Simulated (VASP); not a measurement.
# CaSe in VASP: further runs

CaSe is run at these levels: PBE, HSE06; tasks: single point.

Program: VASP 6.6.1. These are calculated values, not measurements. Logs are shortened: lines on timing, memory, paths and dates and some standing lists are left out, and cuts for length are marked.

### 1 The cell of the first run

The structure is trigonal, space group R-3m (No. 166). The conventional cell has a = 5.140 Å, b = 5.140 Å, c = 6.274 Å, α = 90.00°, β = 90.00°, γ = 120.00°. Within 4.1 Å of Ca (site symmetry -3m) lie 8 Se at 3.14 to 3.15 Å and 6 Ca at 3.63 Å. Se (site symmetry -3m) has 8 Ca at 3.14 to 3.15 Å and 6 Se at 3.63 Å within 4.1 Å.

### 2 Single point, PBE (strain along [111] -0.3%)

Input file INCAR:

```
SYSTEM = CaSe
ALGO = Normal ; EDIFF = 1E-7
ENCUT = 520 ; GGA = PE
ISIF = 2 ; ISMEAR = -1
LASPH = .True. ; LCHARG = .True.
LELF = .True. ; LREAL = .False.
LVHAR = .True. ; LWAVE = .False.
NBANDS = 15 ; NELM = 100
PREC = Accurate ; SIGMA = 0.02
```

Input file KPOINTS:

```
k-points
0
Gamma
  8 8 8
  0 0 0
```

Input file POSCAR:

```
CaSe
1.0
    3.6306654960     -0.0041194229     -0.0041194229
   -0.0041194229      3.6306654960     -0.0041194229
   -0.0041194229     -0.0041194229      3.6306654960
Ca Se
1 1
Direct
    0.0000000000      0.0000000000      0.0000000000
    0.5000000000      0.5000000000      0.5000000000
```

Potentials or basis: VASP PAW PBE potentials, release 64 (Ca_sv, Se).

Started as:

```bash
$ cat potpaw_PBE.64/Ca_sv/POTCAR potpaw_PBE.64/Se/POTCAR > POTCAR
$ mpirun -np 1 vasp_std > vasp.out
```

OUTCAR:

```text
SYSTEM = CaSe
   EDIFF = 1E-7
   ENCUT = 520
   GGA = PE
   ISIF = 2
   ISMEAR = -1
   LASPH = .True.
   LREAL = .False.
   NELM = 100
   PREC = Accurate

 ion  position               nearest neighbor table
   1  0.000  0.000  0.000-
   2  0.500  0.500  0.500-

  LATTYP: Found a trigonal (rhomboedric) cell.
 ALAT       =     3.6306701700
 COS(alpha) =    -0.0022679453

  Lattice vectors:

 A1 = (   3.6306654960,  -0.0041194229,  -0.0041194229)
 A2 = (  -0.0041194229,   3.6306654960,  -0.0041194229)
 A3 = (  -0.0041194229,  -0.0041194229,   3.6306654960)

Analysis of symmetry for initial positions (statically):
=====================================================================
 Subroutine PRICEL returns:
 Original cell was already a primitive cell.

 Routine SETGRP: Setting up the symmetry group for a
 trigonal (rhombohedral) supercell.

 Subroutine GETGRP returns: Found 12 space group operations
 (whereof 12 operations were pure point group operations)
 out of a pool of 12 trial point group operations.

The static configuration has the point symmetry D_3d.

Analysis of symmetry for dynamics (positions and initial velocities):
=====================================================================
 Subroutine PRICEL returns:
 Original cell was already a primitive cell.

 Routine SETGRP: Setting up the symmetry group for a
 trigonal (rhombohedral) supercell.

 Subroutine GETGRP returns: Found 12 space group operations
 (whereof 12 operations were pure point group operations)
 out of a pool of 12 trial point group operations.

The dynamic configuration has the point symmetry D_3d.

 Subroutine INISYM returns: Found 12 space group operations
 (whereof 12 operations are pure point group operations),
 and found     1 'primitive' translations

----------------------------------------------------------------------------------------

                                     Primitive cell

  volume of cell :      47.8583

  direct lattice vectors                    reciprocal lattice vectors
     3.630665496 -0.004119423 -0.004119423     0.275432308  0.000312866  0.000312866
    -0.004119423  3.630665496 -0.004119423     0.000312866  0.275432308  0.000312866
    -0.004119423 -0.004119423  3.630665496     0.000312866  0.000312866  0.275432308

  length of vectors
     3.630670170  3.630670170  3.630670170     0.275432664  0.275432664  0.275432664

  position of ions in fractional coordinates (direct lattice)
     0.000000000  0.000000000  0.000000000
     0.500000000  0.500000000  0.500000000

  ion indices of the primitive-cell ions
   primitive index   ion index
                 1           1
                 2           2

----------------------------------------------------------------------------------------

 KPOINTS: k-points

Automatic generation of k-mesh.
 Grid dimensions read from file:
 generate k-points for:    8    8    8

 Generating k-lattice:

  Cartesian coordinates                     Fractional coordinates (reciprocal lattice)
     0.034429039  0.000039108  0.000039108     0.125000000  0.000000000  0.000000000
     0.000039108  0.034429039  0.000039108     0.000000000  0.125000000  0.000000000
     0.000039108  0.000039108  0.034429039     0.000000000  0.000000000  0.125000000

  Length of vectors
     0.034429083  0.034429083  0.034429083

  Shift w.r.t. Gamma in fractional coordinates (k-lattice)
     0.000000000  0.000000000  0.000000000

 Subroutine IBZKPT returns following result:
 ===========================================

 Found     65 irreducible k-points:

 Following reciprocal coordinates:
            Coordinates               Weight
  0.000000  0.000000  0.000000      1.000000
  0.125000 -0.000000  0.000000      6.000000
  0.250000 -0.000000  0.000000      6.000000
  0.375000 -0.000000 -0.000000      6.000000
  0.500000 -0.000000  0.000000      3.000000
  0.125000  0.125000  0.000000      6.000000
[... 16 lines left out ...]
  0.250000  0.125000  0.125000      6.000000
  0.375000  0.125000  0.125000      6.000000
 [... further k-points ...]
   k-points           NKPTS =     65   k-points in BZ     NKDIM =     65   number of bands    NBANDS=     15
   number of dos      NEDOS =    301   number of ions     NIONS =      2
   total plane-waves  NPLWV =  21952
   dimension x,y,z NGX =    28 NGY =   28 NGZ =   28
   dimension x,y,z NGXF=    56 NGYF=   56 NGZF=   56
   ions per type =               1   1
   NGX,Y,Z   is equivalent  to a cutoff of  12.82, 12.82, 12.82 a.u.
   NGXF,Y,Z  is equivalent  to a cutoff of  25.64, 25.64, 25.64 a.u.
 SYSTEM =  CaSe
   PREC   = accura    normal or accurate (medium, high low for compatibility)
   ISTART =      0    job   : 0-new  1-cont  2-samecut
   ICHARG =      2    charge: 1-file 2-atom 10-const
   ISPIN  =      1    spin polarized calculation?
   LNONCOLLINEAR =      F non collinear calculations
   LSORBIT =      F    spin-orbit coupling
   LASPH  =      T    aspherical Exc in radial PAW
   ENCUT  =  520.0 eV  38.22 Ry    6.18 a.u.   6.75  6.75  6.75*2*pi/ulx,y,z
   NELM   =    100;   NELMIN=  2; NELMDL= -5     # of ELM steps
   EDIFF  = 0.1E-06   stopping-criterion for ELM
   LREAL  =      F    real-space projection
   EDIFFG = 0.1E-05   stopping-criterion for IOM
   NSW    =      0    number of steps for IOM
   IBRION =     -1    ionic relax: 0-MD 1-quasi-New 2-CG
   NFREE  =      0    steps in history (QN), initial steepest desc. (CG)
   ISIF   =      2    stress and relaxation
   ISYM   =      2    0-nonsym 1-usesym 2-fastsym
   POTIM  = 0.5000    time-step for ionic-motion
   TEBEG  =    0.0;   TEEND  =   0.0 temperature during run
   PSTRESS=    0.0 pullay stress
   NELECT =      16.0000    total number of electrons
   NUPDOWN=      -1.0000    fix difference up-down
   EMIN   =  10.00;   EMAX   =-10.00  energy-range for DOS
   EFERMI =   0.00;   METHOD = LEGACY
   ISMEAR =    -1;   SIGMA  =   0.02  broadening in eV -4-tet -1-fermi 0-gaus
   EFERMI_NEDOS =   21; number of points for ismear=-14 and -15
   IALGO  =     38    algorithm
   IMIX   =      4    mixing-type and parameters
     AMIX     =   0.40;   BMIX     =  1.00
     AMIX_MAG =   1.60;   BMIX_MAG =  1.00
  volume/ion in A,a.u.               =      23.93       161.48
  Fermi-wavevector in a.u.,A,eV,Ry     =   1.136220  2.147145 17.565070  1.290996
  Thomas-Fermi vector in A             =   2.272925
   LORBIT       =      0    0 simple, 1 ext, 2 COOP (PROOUT), +10 PAW based schemes
   GGA     = PE    functional components
   LHFCALC =     F    Hartree Fock is set to
   AEXX    =    0.0000 exact exchange contribution
   IVDW    =     0    specifies the selected vdW correction
   LEPSILON=     F    determine dielectric tensor
   LRPA    =     F    only Hartree local field effects (RPA)
 non-spin polarized calculation
  energy-cutoff  :      520.00
  volume of cell :       47.86
 maximum number of plane-waves:      1328
   NGX = 13   NGY = 13   NGZ = 13

 number of electron      16.0000007 magnetization

 Free energy of the ion-electron system (eV)
  ---------------------------------------------------
  ext. energy  EPLUGINS =         0.00000000
  ---------------------------------------------------
  free energy    TOTEN  =        -8.79994977 eV

  energy without entropy =       -8.79994977  energy(sigma->0) =       -8.79994977

 E-fermi :   4.6456     XC(G=0):  -9.5972

 val. band max:        4.2767725127   @ k =   0.5000   0.5000   0.0000
 cond. band min:       5.0350312071   @ k =   0.5000   0.5000   0.0000
 fundamental gap:      0.7582586943
 Fermi energy:         4.6456283973

 k-point     1 :       0.0000    0.0000    0.0000
  band No.  band energies     occupation
      1     -37.0341      2.00000
      2     -17.9722      2.00000
      3     -17.9722      2.00000
      4     -17.9715      2.00000
      5      -8.7778      2.00000
      6       3.4007      2.00000
      7       3.4117      2.00000
      8       3.4117      2.00000
      9       5.3533      0.00000
     10       5.3533      0.00000
     11       6.3835      0.00000
     12       8.6571      0.00000
     13       8.6689      0.00000
     14       8.6689      0.00000
     15      13.4101      0.00000

 k-point     2 :       0.1250   -0.0000    0.0000
  band No.  band energies     occupation
      1     -37.0322      2.00000
      2     -17.9998      2.00000
      3     -17.9696      2.00000
      4     -17.9691      2.00000
      5      -8.6817      2.00000
      6       2.3400      2.00000
      7       3.3782      2.00000
      8       3.3875      2.00000
      9       5.4603      0.00000
     10       5.8801      0.00000
     11       7.2225      0.00000
     12       8.6998      0.00000
     13       8.7404      0.00000
     14       8.7434      0.00000
     15      12.9828      0.00000

 k-point     3 :       0.2500   -0.0000    0.0000
  band No.  band energies     occupation
      1     -37.0276      2.00000
      2     -18.0661      2.00000
      3     -17.9634      2.00000
      4     -17.9629      2.00000
      5      -8.4337      2.00000
      6       0.8434      2.00000
      7       3.3124      2.00000
      8       3.3263      2.00000
      9       5.7506      0.00000
     10       6.7390      0.00000
     11       8.5749      0.00000
     12       8.7880      0.00000
     13       8.9821      0.00000
     14       8.9902      0.00000
     15      12.0257      0.00000
[... 343 lines left out ...]
 k-point    23 :       0.2500    0.1250    0.1250
  band No.  band energies     occupation
      1     -37.0239      2.00000
      2     -18.0582      2.00000
      3     -17.9882      2.00000
      4     -17.9842      2.00000
      5      -8.2897      2.00000
      6       1.0248      2.00000
      7       2.6201      2.00000
      8       2.6294      2.00000
      9       6.3618      0.00000
     10       7.2783      0.00000
     11       7.8748      0.00000
     12       8.7154      0.00000
     13       8.9446      0.00000
     14      10.0730      0.00000
     15      12.7693      0.00000

 k-point    24 :       0.3750    0.1250    0.1250
  band No.  band energies     occupation
      1     -37.0194      2.00000
      2     -18.1207      2.00000
      3     -17.9807      2.00000
      4     -17.9775      2.00000
      5      -8.0510      2.00000
      6       0.0166      2.00000
      7       2.6471      2.00000
      8       2.8599      2.00000
      9       6.3866      0.00000
     10       7.8300      0.00000
     11       8.0945      0.00000
     12       8.8900      0.00000
     13       9.3987      0.00000
     14      10.2739      0.00000
     15      12.1312      0.00000

 [... further k-points ...]
[... 5 lines left out ...]
  --------------------------------------------------------------------------------------
  -------------------------------------------------------------------------------------
  Total        0.2986705      0.2986705      0.2986705     -0.0005281     -0.0005281     -0.0005281
  in kB        9.9987522      9.9987522      9.9987522     -0.0176790     -0.0176790     -0.0176790
  external PRESSURE =       9.9987522 kB  Pullay stress =       0.0000000 kB

 VOLUME and BASIS-vectors are now :
 -----------------------------------------------------------------------------
  energy-cutoff  :      520.00
  volume of cell :       47.86
      direct lattice vectors                 reciprocal lattice vectors
     3.630665496 -0.004119423 -0.004119423     0.275432308  0.000312866  0.000312866
    -0.004119423  3.630665496 -0.004119423     0.000312866  0.275432308  0.000312866
    -0.004119423 -0.004119423  3.630665496     0.000312866  0.000312866  0.275432308

 POSITION                                       TOTAL-FORCE (eV/Angst)
 -----------------------------------------------------------------------------------
      0.00000      0.00000      0.00000        -0.000000      0.000000     -0.000000
      1.81121      1.81121      1.81121         0.000000     -0.000000      0.000000
 -----------------------------------------------------------------------------------
    total drift:                               -0.000000      0.000000      0.000000

  FREE ENERGIE OF THE ION-ELECTRON SYSTEM (eV)
  ---------------------------------------------------
  free  energy   TOTEN  =        -8.7999497692 eV

  energy  without entropy=       -8.7999497691  energy(sigma->0) =       -8.79994977
```

Wall time 20 s (1 thread of Intel Xeon Platinum 8488C (Sapphire Rapids), shared host); peak memory 0.19 GiB.

Results:

```yaml
Free_energy: -8.7999 eV
Pressure: 1.0 GPa
Band_gap_on_the_k_mesh: 0.76 eV, direct
```

Caveat: the cell differs from its parent crystal (strain along [111] -0.3%).

### 3 Single point, HSE06 (biaxial xy strain -0.3%)

Input file POSCAR:

```
CaSe
1.0
    3.6220631717      0.0000000000      0.0000000000
    0.0000000000      3.6220631717      0.0000000000
    0.0000000000      0.0000000000      3.6347849189
Ca Se
1 1
Direct
    0.0000000000      0.0000000000      0.0000000000
    0.5000000000      0.5000000000      0.5000000000
```

Input file INCAR.step1:

```
SYSTEM = CaSe
PREC = Accurate
ENCUT = 520
EDIFF = 1E-5
ISMEAR = 0
SIGMA = 0.01
LREAL = .False.
LASPH = .True.
NELM = 100
ALGO = Normal
ISIF = 2
LWAVE = .True.
GGA = PE
NBANDS = 15
```

Input file INCAR.step2:

```
SYSTEM = CaSe
PREC = Accurate
ENCUT = 520
EDIFF = 1E-6
ISMEAR = 0
SIGMA = 0.01
LREAL = .False.
LASPH = .True.
NELM = 100
ALGO = Normal
ISIF = 2
LWAVE = .False.
LCHARG = .True.
GGA = PE
LHFCALC = .True.
HFSCREEN = 0.2079
PRECFOCK = Normal
LELF = .True.
LVHAR = .True.
ISTART = 1
NBANDS = 15
```

Input file KPOINTS:

```
regular mesh
0
Gamma
  6 6 6
  0 0 0
```

Potentials or basis: VASP PAW PBE potentials, release 64 (Ca_sv, Se).

Started as:

```bash
$ cat potpaw_PBE.64/Ca_sv/POTCAR potpaw_PBE.64/Se/POTCAR > POTCAR
$ cp INCAR.step1 INCAR
$ mpirun -np 1 vasp_std > vasp.out
$ cp INCAR.step2 INCAR
$ mpirun -np 1 vasp_std > vasp.out
```

Wall time 63 min (1 thread of Intel Xeon Platinum 8488C (Sapphire Rapids), shared host); peak memory 0.31 GiB.

It converged, with:

* Free energy: -9.9494 eV
* Pressure: 0.5 GPa
* Band gap on the k mesh: 1.53 eV, direct

Stress tensor (GPa, compression positive):
```
0.75 0.00 0.00
0.00 0.75 0.00
0.00 0.00 0.15
```

Levels at points of the mesh, in eV from the valence-band top:
| k point | band 4 | band 5 | band 6 | band 7 | band 8 | band 9 | band 10 | band 11 | band 12 | band 13 |
| --- | --- | --- | --- | --- | --- | --- | --- | --- | --- | --- |
| (0.00, 0.00, 0.00) | -24.05 | -14.33 | -1.02 | -0.97 | -0.97 | 1.98 | 1.99 | 2.94 | 5.80 | 5.80 |
| (0.50, 0.00, 0.00) | -24.03 | -13.47 | -5.44 | -1.15 | -1.10 | 3.17 | 5.51 | 6.14 | 6.31 | 6.79 |
| (0.50, 0.50, 0.00) | -24.01 | -13.12 | -3.97 | -3.97 | -0.03 | 1.54 | 4.05 | 4.34 | 4.34 | 7.02 |
| (0.00, 0.00, 0.50) | -24.03 | -13.48 | -5.44 | -1.11 | -1.11 | 3.16 | 5.53 | 6.15 | 6.29 | 6.81 |
| (0.50, 0.00, 0.50) | -24.01 | -13.13 | -3.99 | -3.97 | 0.00 | 1.53 | 4.09 | 4.36 | 4.38 | 7.01 |
| (0.50, 0.50, 0.50) | -24.16 | -12.47 | -4.07 | -4.07 | -4.07 | 4.60 | 4.60 | 4.60 | 7.09 | 7.11 |

Caveat: the cell differs from its parent crystal (biaxial xy strain -0.3%); the PAW data sets were made with another functional, which shifts forces and pressure a little. A k mesh can miss the band edges.
